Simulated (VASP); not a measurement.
# Al: relaxation of cell and atoms with PBE+D3(BJ)

Crystal: Al.

```
CELL_PARAMETERS angstrom
0.00000 2.02073 2.02073
2.02073 0.00000 2.02073
2.02073 2.02073 0.00000
ATOMIC_POSITIONS crystal
Al 0.00000 0.00000 0.00000
```

```yaml
Program: VASP 6.6.1
Task: relaxation of cell and atoms
Functional: PBE
Dispersion: D3(BJ)
Potentials_or_basis: VASP PAW PBE potentials, release 64 (Al)
Cutoff: 600 eV
k_mesh: 18 × 18 × 18
Occupations: gaussian, width 0.1 eV
Spin: no spin polarisation
Dipole_correction: no
Further_INCAR_settings: ALGO = Normal; EDIFF = 1e-06; IBRION = 2; EDIFFG = -0.005; NSW = 70; ISIF = 3
```

| Property | Result |
| --- | --- |
| Relaxed volume | 15.78 Å³/atom |
| Relaxed cell | a = 2.815 Å, b = 2.815 Å, c = 2.815 Å, α = 60.00°, β = 60.00°, γ = 60.00° |
| Space group after relaxing (to 0.05 Å) | Fm-3m (No. 225) |
| Energy gained by relaxing | 8.1 meV/atom |
| Ionic steps | 3 |
| Pressure after relaxing | 0.0 GPa |
| Dispersion energy per atom | -0.352 eV |

Step by step:
| step | energy change (eV) | largest force (eV/Å) | pressure (GPa) | volume (Å³) |
| --- | --- | --- | --- | --- |
| 1 | 0.0000 | 0.0000 | -3.43 | 16.50 |
| 2 | -0.0079 | 0.0000 | 0.60 | 15.67 |
| 3 | -0.0081 | 0.0000 | 0.01 | 15.78 |

Final structure:
```cif
data_structure
_symmetry_space_group_name_H-M 'P 1'
_symmetry_Int_Tables_number 1
_cell_length_a 2.8154
_cell_length_b 2.8154
_cell_length_c 2.8154
_cell_angle_alpha 60.000
_cell_angle_beta 60.000
_cell_angle_gamma 60.000
_cell_volume 15.78
loop_
_atom_site_label
_atom_site_type_symbol
_atom_site_fract_x
_atom_site_fract_y
_atom_site_fract_z
_atom_site_occupancy
Al1 Al 0.00000 0.00000 0.00000 1
```

Levels at points of the mesh, in eV from the Fermi level:
```
           k point  band 1  band 2  band 3  band 4  band 5
(0.00, 0.00, 0.00)  -11.44   12.87   12.87   12.87   14.71
(0.50, 0.00, 0.00)   -4.77   -4.44   11.67   11.67   11.90
(0.50, 0.50, 0.00)   -3.03   -1.61    5.27    5.81    5.81
```

It took 14 s on 1 thread of Intel Xeon 6975P-C (shared host), peak memory 0.15 GiB.

Caveat: pairwise dispersion overbinds metals, which lowers pressure and volume.
